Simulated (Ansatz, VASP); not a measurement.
# Ag: VASP beside Ansatz

INCAR

```
SYSTEM = Ag
ALGO     = Normal         ! electronic algorithm
EDIFF    = 1E-8           ! SCF threshold, eV
ENCUT    = 520            ! plane-wave cutoff, eV
GGA      = PE             ! functional
ISIF     = 2              ! what is computed and relaxed
ISMEAR   = -1             ! smearing method
LASPH    = .True.         ! aspherical terms in the spheres
LCHARG   = .False.        ! write CHGCAR
LEFG     = .True.       
LREAL    = .False.        ! projectors in reciprocal space
LWAVE    = .False.        ! write WAVECAR
NBANDS   = 30             ! bands
NELM     = 80             ! most SCF steps
PREC     = Accurate       ! precision mode
SIGMA    = 0.08           ! smearing width, eV
```

The input KPOINTS:

```
k-points
0
Gamma
  14 14 4
  0 0 0
```

Contents of POSCAR:

```
Ag
1.0
    2.9439228868      0.0000000000      0.0000000000
   -1.4719614434      2.5495120068      0.0000000000
    0.0000000000      0.0000000000     10.0000000000
Ag
4
Direct
    0.3333333333      0.6666666667      0.2500000000
    0.6666666667      0.3333333333      0.7500000000
    0.0000000000      0.0000000000      0.0000000000
    0.0000000000      0.0000000000      0.5000000000
```

Input for Ansatz:

```yaml
crystal:
  lattice:
    - [2.9439228868, 0.0, 0.0]
    - [-1.4719614434, 2.5495120068, 0.0]
    - [0.0, 0.0, 10.0]
  atoms:
    - { symbol: Ag, position: [0.3333333333, 0.6666666667, 0.25] }
    - { symbol: Ag, position: [0.6666666667, 0.3333333333, 0.75] }
    - { symbol: Ag, position: [0.0, 0.0, 0.0] }
    - { symbol: Ag, position: [0.0, 0.0, 0.5] }
kpoints:
  mp_grid: { grid: [14, 14, 4] }
scf:
  occupations: { method: fermi_dirac, width: 0.08 }
hamiltonian:
  xc: pbe
  pseudopotentials: { kind: paw }
output:
  forces: true
  stress: true
  eigenvalues: true
  efg: { contact_densities: true }
```

Change from the starting cell: equal xx and yy strain of +2 %, PAW files.

Alike in both runs: task electric field gradients; functional PBE; k mesh 14 × 14 × 4; occupations fermi-dirac, width 0.08 eV; no spin polarisation.

|  | VASP | Ansatz |
| --- | --- | --- |
| version | VASP 6.6.1 | Ansatz 0.2.0 |
| potentials or method | VASP PAW PBE potentials, release 64 (Ag) | PAW with Ansatz's default frozen-core files, scalar-relativistic |
| plane-wave cutoff (eV) | 520 | 420 |
| valence electrons in the cell | 44 | 76 |

Ansatz gave:

* pressure (GPa): -3.7
* traceless stress, the component that is largest in VASP (GPa): -1.85
* size of Vzz on the site where it differs most (V/Å²): 3.4

Task: Which values does VASP return?

Result: Pressure (GPa): -3.7; traceless stress, the component that is largest in VASP (GPa): -1.84; size of Vzz on the site where it differs most (V/Å²): 6.4.

With one functional, cell and mesh, what is left measures potentials, basis and numerics. VASP's potentials hold 44 valence electrons a cell and Ansatz's 76, so a difference there can come from the potentials and not from the codes.
